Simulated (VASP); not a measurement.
A run of VASP 6.6.1:

Contents of INCAR:

```
PREC = Accurate ; ENCUT = 600
EDIFF = 1E-7 ; ISMEAR = 0
SIGMA = 0.1 ; LREAL = False
LASPH = True ; NELM = 100
ALGO = Normal ; ISIF = 3
LWAVE = False ; LCHARG = False
GGA = PE ; IBRION = 2
NSW = 90 ; EDIFFG = -0.04
```

Contents of KPOINTS:

```
Automatic mesh
0
Gamma
  3 3 4
```

The input POSCAR:

```
Hf3SiC
1.0
    6.4439100000      0.0000000000      0.0000000000
   -3.2219550000      5.5805897600      0.0000000000
    0.0000000000      0.0000000000      5.4128844000
Hf Si C
6 2 2
Direct
    0.8333333300      0.6666666700      0.7500000000
    0.3333333300      0.1666666700      0.7500000000
    0.8333333300      0.1666666700      0.7500000000
    0.1666666700      0.3333333300      0.2500000000
    0.6666666700      0.8333333300      0.2500000000
    0.1666666700      0.8333333300      0.2500000000
    0.3333333300      0.6666666700      0.7500000000
    0.6666666700      0.3333333300      0.2500000000
    0.0000000000      0.0000000000      0.0000000000
    0.0000000000      0.0000000000      0.5000000000
```

Potentials or basis: VASP PAW PBE potentials, release 64 (Hf_pv, Si, C).

Command:

```console
$ cat potpaw_PBE.64/Hf_pv/POTCAR potpaw_PBE.64/Si/POTCAR potpaw_PBE.64/C/POTCAR > POTCAR
$ mpirun -np 1 vasp_std > vasp.out
```

Hardware: 1 thread of Intel(R) Xeon(R) 6975P-C (Granite Rapids), on a shared host.

Estimate the wall time of this run.

Run time: 6 min on 1 thread of Intel(R) Xeon(R) 6975P-C (Granite Rapids), with other jobs on the host, peak memory 0.44 GiB. Counts: scf iterations 81, k points 9, ion steps 7.
